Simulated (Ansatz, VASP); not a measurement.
**H3WCl4 in VASP and in Ansatz**

```
CELL_PARAMETERS angstrom
3.38391 0.00000 0.00000
-1.69196 2.93056 0.00000
0.00000 0.00000 15.58836
ATOMIC_POSITIONS crystal
H 0.66667 0.33333 0.29370
H 0.66667 0.33333 0.70630
H 0.66667 0.33333 0.00000
W 0.00000 0.00000 0.00000
Cl 0.66667 0.33333 0.37606
Cl 0.66667 0.33333 0.62394
Cl 0.33333 0.66667 0.11699
Cl 0.33333 0.66667 0.88301
```

Alike in both runs: functional PBE; k mesh 5 × 5 × 2; occupations gaussian, width 0.2 eV; no spin polarisation.

Ansatz relaxed the structure, and its values are those at the end. VASP's run is a single point on that final structure, the one shown.

```csv
,VASP,Ansatz
version,VASP 6.6.1,Ansatz 0.2.0
potentials or method,"VASP PAW PBE potentials, release 64 (H, W_sv, Cl), cutoff 520 eV","scalar-relativistic, plane waves, PAW"
valence electrons in the cell,45,45
```

```tsv
	VASP	Ansatz	Ansatz less VASP
gap on the k mesh at the Fermi level (eV)	none	none	-
pressure (GPa)	-0.1	0.1	+0.16
rms of the force components (eV/Å)	0.052	0.007	-0.0449
```

A gap of «none» marks a metal or a gap that the smearing closes. The functional is the same, so the differences come from potentials, cutoffs and numerics.

The k mesh is coarse, so the values compare programs but aren't converged. Neither program's run includes spin-orbit coupling.
